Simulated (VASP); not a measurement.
# BaOs3 (Pm-3m) in VASP: single point with PBEsol

Aim: the single point of BaOs3 with PBEsol.

Everything below comes from runs of VASP 6.6.1. Logs are shortened: lines on timing, memory, paths and dates and some standing lists are left out, and cuts for length are marked.

## Step 1: The cell of the first run

Symmetry: Pm-3m, No. 221, cubic system. Conventional cell: a = 4.113 Å, b = 4.113 Å, c = 4.113 Å, α = 90.00°, β = 90.00°, γ = 90.00°. Ba (site symmetry m-3m) has 12 Os at 2.91 Å within 3.8 Å. Within 3.8 Å of Os (site symmetry 4/mmm) lie 4 Ba at 2.91 Å and 8 Os at 2.91 Å.

## Step 2: Single point, PBEsol

File POSCAR:

```
BaOs3
1.0
    4.1125342601      0.0000000000      0.0000000000
    0.0000000000      4.1125342601      0.0000000000
    0.0000000000      0.0000000000      4.1125342601
Ba Os
1 3
Direct
    0.0000000000      0.0000000000      0.0000000000
    0.0000000000      0.5000000000      0.5000000000
    0.5000000000      0.5000000000      0.0000000000
    0.5000000000      0.0000000000      0.5000000000
```

File INCAR.step1:

```
SYSTEM = BaOs3
PREC = Accurate ; ENCUT = 520
EDIFF = 1E-6 ; ISMEAR = 0
SIGMA = 0.05 ; LREAL = .FALSE.
LASPH = .TRUE. ; NELM = 80
ALGO = Normal ; ISIF = 2
LWAVE = .FALSE. ; LCHARG = .TRUE.
LMAXMIX = 4 ; GGA = PS
NBANDS = 25
```

File KPOINTS.step1:

```
regular mesh
0
G
  8 8 8
  0 0 0
```

File INCAR.step2:

```
SYSTEM = BaOs3
PREC = Accurate ; ENCUT = 520
EDIFF = 1E-6 ; ISMEAR = -5
SIGMA = 0.05 ; LREAL = .FALSE.
LASPH = .TRUE. ; NELM = 80
ALGO = Normal ; ISIF = 2
LWAVE = .FALSE. ; LCHARG = .FALSE.
LMAXMIX = 4 ; GGA = PS
LORBIT = 11 ; NEDOS = 1001
ICHARG = 11
```

File KPOINTS.step2:

```
regular mesh
0
G
  12 12 12
  0 0 0
```

Potentials or basis: VASP PAW PBE potentials, release 64 (Ba_sv, Os).

The run is started by

```bash
> cat potpaw_PBE.64/Ba_sv/POTCAR potpaw_PBE.64/Os/POTCAR > POTCAR
> cp INCAR.step1 INCAR
> cp KPOINTS.step1 KPOINTS
> mpirun -np 1 vasp_std > vasp.out
> cp INCAR.step2 INCAR
> cp KPOINTS.step2 KPOINTS
> mpirun -np 1 vasp_std > vasp.out
```

OUTCAR:

```text
SYSTEM = BaOs3
   PREC = Accurate
   ENCUT = 520
   EDIFF = 1E-6
   ISMEAR = -5
   LREAL = .FALSE.
   LASPH = .TRUE.
   NELM = 80
   ISIF = 2
   GGA = PS
   LORBIT = 11
   ICHARG = 11

 ion  position               nearest neighbor table
   1  0.000  0.000  0.000-   2 2.91   3 2.91   4 2.91   2 2.91   4 2.91   2 2.91   3 2.91   2 2.91
                             3 2.91   4 2.91   4 2.91   3 2.91
   2  0.000  0.500  0.500-   1 2.91   3 2.91   4 2.91   1 2.91   3 2.91   1 2.91   4 2.91   1 2.91
                             3 2.91   4 2.91   3 2.91   4 2.91
   3  0.500  0.500  0.000-   1 2.91   2 2.91   4 2.91   2 2.91   4 2.91   1 2.91   4 2.91   4 2.91
                             1 2.91   2 2.91   2 2.91   1 2.91
   4  0.500  0.000  0.500-   1 2.91   2 2.91   3 2.91   1 2.91   3 2.91   2 2.91   3 2.91   3 2.91
                             1 2.91   2 2.91   1 2.91   2 2.91

  LATTYP: Found a simple cubic cell.
 ALAT       =     4.1125342601

  Lattice vectors:

 A1 = (   4.1125342601,   0.0000000000,   0.0000000000)
 A2 = (   0.0000000000,   4.1125342601,   0.0000000000)
 A3 = (   0.0000000000,   0.0000000000,   4.1125342601)

Analysis of symmetry for initial positions (statically):
=====================================================================
 Subroutine PRICEL returns:
 Original cell was already a primitive cell.

 Routine SETGRP: Setting up the symmetry group for a
 simple cubic supercell.

 Subroutine GETGRP returns: Found 48 space group operations
 (whereof 48 operations were pure point group operations)
 out of a pool of 48 trial point group operations.

The static configuration has the point symmetry O_h .

Analysis of symmetry for dynamics (positions and initial velocities):
=====================================================================
 Subroutine PRICEL returns:
 Original cell was already a primitive cell.

 Routine SETGRP: Setting up the symmetry group for a
 simple cubic supercell.

 Subroutine GETGRP returns: Found 48 space group operations
 (whereof 48 operations were pure point group operations)
 out of a pool of 48 trial point group operations.

The dynamic configuration has the point symmetry O_h .

 Subroutine INISYM returns: Found 48 space group operations
 (whereof 48 operations are pure point group operations),
 and found     1 'primitive' translations

[... 99 lines left out ...]
   NELM   =     80;   NELMIN=  2; NELMDL=  0     # of ELM steps
   EDIFF  = 0.1E-05   stopping-criterion for ELM
   LREAL  =      F    real-space projection
[... 7 lines left out ...]
   TEBEG  =    0.0;   TEEND  =   0.0 temperature during run
   PSTRESS=    0.0 pullay stress
   NELECT =      34.0000    total number of electrons
   NUPDOWN=      -1.0000    fix difference up-down
   EMIN   =  10.00;   EMAX   =-10.00  energy-range for DOS
   EFERMI =   0.00;   METHOD = LEGACY
   ISMEAR =    -5;   SIGMA  =   0.05  broadening in eV -4-tet -1-fermi 0-gaus
   EFERMI_NEDOS =   21; number of points for ismear=-14 and -15
   IALGO  =     38    algorithm
   IMIX   =      4    mixing-type and parameters
     AMIX     =   0.40;   BMIX     =  1.00
     AMIX_MAG =   1.60;   BMIX_MAG =  1.00
  volume/ion in A,a.u.               =      17.39       117.35
  Fermi-wavevector in a.u.,A,eV,Ry     =   1.289610  2.437009 22.627755  1.663093
  Thomas-Fermi vector in A             =   2.421492
   LORBIT       =     11    0 simple, 1 ext, 2 COOP (PROOUT), +10 PAW based schemes
   GGA     = PS    functional components
   LHFCALC =     F    Hartree Fock is set to
   AEXX    =    0.0000 exact exchange contribution
   IVDW    =     0    specifies the selected vdW correction
   LEPSILON=     F    determine dielectric tensor
   LRPA    =     F    only Hartree local field effects (RPA)
 non-spin polarized calculation
 Fermi weights with tetrahedron method with Bloechl corrections
  energy-cutoff  :      520.00
  volume of cell :       69.56
 maximum number of plane-waves:      1891
 NGX is ok and might be reduce to    32

 number of electron      34.0000000 magnetization

 Free energy of the ion-electron system (eV)
  ---------------------------------------------------
  ext. energy  EPLUGINS =         0.00000000
  ---------------------------------------------------
  free energy    TOTEN  =       -31.22628280 eV

  energy without entropy =      -31.22628280  energy(sigma->0) =      -31.22628280

 E-fermi :   6.4738     XC(G=0): -12.8989

 val. band max:        6.5454174396   @ k =   0.2500   0.2500   0.2500
 cond. band min:       6.4343572490   @ k =   0.4167   0.2500   0.2500
 fundamental gap:     -0.1110601906
 Fermi energy:         6.4738167010

 k-point     1 :       0.0000    0.0000    0.0000
  band No.  band energies     occupation
      1     -19.5196      2.00000
      2      -4.9523      2.00000
      3      -4.9523      2.00000
      4      -4.9523      2.00000
      5      -0.8637      2.00000
      6       1.1676      2.00000
[... 565 lines left out ...]
     20       7.0394      0.00000
     21       7.1761      0.00000

 [... further k-points ...]

------------------------ aborting loop because EDIFF is reached ----------------------------------------

  FORCE on cell =-STRESS in cart. coord.  units (eV):
  Direction    XX          YY          ZZ          XY          YZ          ZX
  --------------------------------------------------------------------------------------
  -------------------------------------------------------------------------------------
  Total        2.6775803      2.6775803      2.6775803     -0.0000000      0.0000000     -0.0000000
  in kB       61.6771798     61.6771798     61.6771798     -0.0000000      0.0000000     -0.0000000
  external PRESSURE =      61.6771798 kB  Pullay stress =       0.0000000 kB

 VOLUME and BASIS-vectors are now :
 -----------------------------------------------------------------------------
  energy-cutoff  :      520.00
  volume of cell :       69.56
      direct lattice vectors                 reciprocal lattice vectors
     4.112534260  0.000000000  0.000000000     0.243159069  0.000000000  0.000000000
     0.000000000  4.112534260  0.000000000     0.000000000  0.243159069  0.000000000
     0.000000000  0.000000000  4.112534260     0.000000000  0.000000000  0.243159069

 POSITION                                       TOTAL-FORCE (eV/Angst)
 -----------------------------------------------------------------------------------
      0.00000      0.00000      0.00000         0.000000      0.000000      0.000000
      0.00000      2.05627      2.05627         0.000000      0.000000      0.000000
      2.05627      2.05627      0.00000         0.000000      0.000000      0.000000
      2.05627      0.00000      2.05627         0.000000      0.000000      0.000000
 -----------------------------------------------------------------------------------
    total drift:                                0.000000     -0.000000     -0.000000

  FREE ENERGIE OF THE ION-ELECTRON SYSTEM (eV)
  ---------------------------------------------------
  free  energy   TOTEN  =       -31.2262827962 eV

  energy  without entropy=      -31.2262827962  energy(sigma->0) =      -31.22628280

 total charge

# of ion       s       p       d       tot
------------------------------------------
    1        2.113   5.415   1.249   8.777
    2        0.613   0.431   6.023   7.067
    3        0.613   0.431   6.023   7.067
    4        0.613   0.431   6.023   7.067
--------------------------------------------------
tot          3.953   6.706  19.317  29.977
```

OUTCAR.step1:

```text
SYSTEM = BaOs3
   PREC = Accurate
   ENCUT = 520
   EDIFF = 1E-6
   ISMEAR = 0
   LREAL = .FALSE.
[... 906 lines left out ...]
      0.00000      2.05627      2.05627         0.000000      0.000000      0.000000
      2.05627      2.05627      0.00000         0.000000      0.000000      0.000000
      2.05627      0.00000      2.05627         0.000000      0.000000      0.000000
 -----------------------------------------------------------------------------------
    total drift:                                0.000000     -0.000000     -0.000000

  FREE ENERGIE OF THE ION-ELECTRON SYSTEM (eV)
  ---------------------------------------------------
  free  energy   TOTEN  =       -31.2441905052 eV

  energy  without entropy=      -31.2342201804  energy(sigma->0) =      -31.23920534
```

Wall time 91 s (1 thread of Intel Xeon Platinum 8259CL at 2.50GHz (Skylake/Cascade Lake), shared host); peak memory 0.26 GiB.

Results:

* Valence electrons inside the program's atomic spheres: Ba 8.78; Os 7.07

Caveat: the PAW data sets were made with another functional, which shifts forces and pressure a little; spin-orbit coupling is left out, which moves the levels of the heavy elements; tetrahedron occupations give inexact forces and stress in metals.
